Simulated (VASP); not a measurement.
Wanted: the native input for a VASP 6.6.1 run.

| Item | Value |
| --- | --- |
| Task | relaxation of cell and atoms |
| Functional | LDA |
| Potentials or basis | VASP PAW LDA potentials, release 64 (Al, Sc_sv) |
| Cutoff | 600 eV |
| k mesh | 4 × 4 × 4 |
| Occupations | gaussian, width 0.1 eV |
| Spin | no spin polarisation |
| Dipole correction | no |
| Further INCAR settings | ALGO = Fast; EDIFF = 1e-07; IBRION = 2; EDIFFG = -0.003; NSW = 80; ISIF = 3 |

The structure of ScAl3 lies in POSCAR:

```
ScAl3
1.0
    4.1000000000      0.0000000000      0.0000000000
    0.0000000000      4.1000000000      0.0000000000
    0.0000000000      0.0000000000      4.1000000000
Al Sc
3 1
Direct
    0.0000000000      0.5000000000      0.5000000000
    0.5000000000      0.0000000000      0.5000000000
    0.5000000000      0.5000000000      0.0000000000
    0.0000000000      0.0000000000      0.0000000000
```

One way to write it, as run:

INCAR

```
SYSTEM = ScAl3
  PREC = Accurate
  ENCUT = 600
  EDIFF = 1E-7
  ISMEAR = 0
  SIGMA = 0.1
  LREAL = .False.
  LASPH = .True.
  NELM = 100
  ALGO = Fast
  ISIF = 3
  LWAVE = .False.
  LCHARG = .False.
  GGA = CA
  IBRION = 2
  NSW = 80
  EDIFFG = -0.003
```

KPOINTS

```
Automatic mesh
0
Gamma
  4 4 4
  0 0 0
```

Potentials or basis: VASP PAW LDA potentials, release 64 (Al, Sc_sv).

Command:

```console
$ cat potpaw_LDA.64/Al/POTCAR potpaw_LDA.64/Sc_sv/POTCAR > POTCAR
$ mpirun -np 1 vasp_std > vasp.out
```

It gave:

```yaml
Relaxed_volume: 16.42 Å³/atom
Relaxed_cell: a = 4.035 Å, b = 4.035 Å, c = 4.035 Å, α = 90.00°, β = 90.00°, γ = 90.00°
Space_group_after_relaxing_to_0.1_Å: Pm-3m (No. 221)
Energy_gained_by_relaxing: 10.5 meV/atom
Ionic_steps: 3
Pressure_after_relaxing: 0.0 GPa
Band_gap_on_the_k_mesh: zero (bands 10 and 11 overlap by 3.94 eV)
```

Caveat: the k points lie up to 0.39 Å⁻¹ apart in the final cell, too coarse for converged energies and pressures of a metal.

Run time: 41 s on 1 thread of AMD EPYC 7R13 Processor (Zen 3), with other jobs on the host, peak memory 0.15 GiB.
